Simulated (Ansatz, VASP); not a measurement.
One calculation of Sn, two programs

The input INCAR:

```
PREC     = Accurate       # precision mode
ENCUT    = 600            # plane-wave cutoff, eV
EDIFF    = 1E-7           # SCF threshold, eV
ISMEAR   = -1             # smearing method
SIGMA    = 0.1            # smearing width, eV
LREAL    = False          # projectors in reciprocal space
LASPH    = True           # aspherical terms in the spheres
NELM     = 80             # most SCF steps
ALGO     = Normal         # electronic algorithm
ISIF     = 3              # what is computed and relaxed
LWAVE    = False          # write WAVECAR
LCHARG   = False          # write CHGCAR
IBRION   = 2              # ionic algorithm
NSW      = 80             # ionic steps
EDIFFG   = -0.01          # ionic threshold
```

File KPOINTS:

```
Automatic mesh
0
Gamma
  12 12 12
```

Contents of POSCAR:

```
Sn
1.0
   -1.9137253733      1.9137253733      1.9137253733
    1.9137253733     -1.9137253733      1.9137253733
    1.9137253733      1.9137253733     -1.9137253733
Sn
1
Direct
    0.0000000000      0.0000000000      0.0000000000
```

Input for Ansatz:

```yaml
crystal:
  lattice:
    - [-1.9137253733, 1.9137253733, 1.9137253733]
    - [1.9137253733, -1.9137253733, 1.9137253733]
    - [1.9137253733, 1.9137253733, -1.9137253733]
  atoms:
    - { symbol: Sn, position: [0.0, 0.0, 0.0] }
hamiltonian:
  xc: lda
  pseudopotentials:
    kind: paw
    azcp:
      Sn: "pseudopotentials/Sn.paw.azcp"
basis:
  ecutwfc: 420
  fft_grid_basis: typed
kpoints:
  mp_grid: { grid: [12, 12, 12], shift: [0, 0, 0] }
magnetization:
  spin_polarized: false
scf:
  occupations: { method: fermi_dirac, width: 0.1 }
relax:
  max_steps: 60
  f_tol: 0.01
  cell: {}
output:
  write_density: true
  write_potential: true
  elf: true
  volumetric_format: npy
```

Alike in both runs: task relaxation of cell and atoms; functional LDA; k mesh 12 × 12 × 12; occupations fermi-dirac, width 0.1 eV; no spin polarisation.

|  | VASP | Ansatz |
| --- | --- | --- |
| version | VASP 6.6.1 | Ansatz 0.2.0 |
| potentials or method | VASP PAW LDA potentials, release 64 (Sn_d), cutoff 600 eV | plane waves (420 eV) with PAW, scalar-relativistic |
| valence electrons in the cell | 14 | 14 |

Ansatz gave:

| Item | Value |
| --- | --- |
| relaxed volume (Å³/atom) | 25.42 |
| relaxed cell length with the largest relative difference (Å) | 3.208 |

**Question.** What did VASP give for the same quantities?

**Answer.** Relaxed volume (Å³/atom): 25.43; relaxed cell length with the largest relative difference (Å): 3.209.

Ansatz warns that its potentials were made for another functional, while VASP's fit it. LDA's correlation is that of Perdew and Zunger in VASP and of Perdew and Wang (1992) in Ansatz.
